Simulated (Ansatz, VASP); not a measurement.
## Two plane-wave programs on Si4O

```
Si O
1.0
    -2.67128    2.67128    2.67128
     2.67128   -2.67128    2.67128
     2.67128    2.67128   -2.67128
Si O
4 1
Direct
  0.42916 0.42916 0.42916
  0.57084 0.00000 0.00000
  0.00000 0.00000 0.57084
  0.00000 0.57084 0.00000
  0.00000 0.00000 0.00000
```

Change from the starting cell: species swapped into the GeF4 type (I-43m, No. 217).

Alike in both runs: functional PBE; k mesh 10 × 10 × 10; occupations gaussian, width 0.1 eV; no spin polarisation.

Ansatz relaxed the structure, and its values are those at the end. VASP's run is a single point on that final structure, the one shown.

```csv
,VASP,Ansatz
version,VASP 6.6.1,Ansatz 0.2.0
potentials or method,"VASP PAW PBE potentials, release 64 (Si, O), cutoff 520 eV","scalar-relativistic, plane waves, PAW"
valence electrons in the cell,22,22
```

|  | VASP | Ansatz | Ansatz less VASP |
| --- | --- | --- | --- |
| gap on the k mesh at the Fermi level (eV) | none | none | - |
| pressure (GPa) | 0.0 | 0.0 | 0.00 |
| rms of the force components (eV/Å) | 0.006 | 0.001 | -0.0053 |

A gap of «none» marks a metal or a gap that the smearing closes. With one functional, cell and mesh, what is left measures potentials, basis and numerics.
